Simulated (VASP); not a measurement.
The system is SnTe.

```xyz
2
Lattice="-0.1343 3.1507 3.1507 3.1507 -0.1343 3.1507 3.1507 3.1507 -0.1343" Properties=species:S:1:pos:R:3 pbc="T T T"
Sn    0.0000    0.0000    0.0000
Te    3.0835    3.0835    3.0835
```

This cell differs from its parent crystal: epitaxial 111 strain +3.0%.

Base run:

* Program: VASP 6.6.1
* Functional: r2SCAN
* Potentials or basis: VASP PAW PBE potentials, release 64 (Sn_d, Te)
* Cutoff: 520 eV
* k mesh: 8 × 8 × 8
* Occupations: fermi-dirac, width 0.02 eV
* Spin: no spin polarisation

Its results: band gap on the k mesh zero (bands 10 and 11 overlap by 0.23 eV); pressure -1.2 GPa.

The run is repeated on the same cell with these changes: functional from r2SCAN to PBE. What comes out?

Band gap on the k mesh zero (bands 10 and 11 overlap by 0.31 eV); pressure -0.5 GPa.

Caveats: semilocal functionals underestimate gaps, and a narrow one can read as zero; spin-orbit coupling is left out, which moves the levels of the heavy elements; the PAW data sets were made with another functional, which shifts forces and pressure a little (at least some runs).
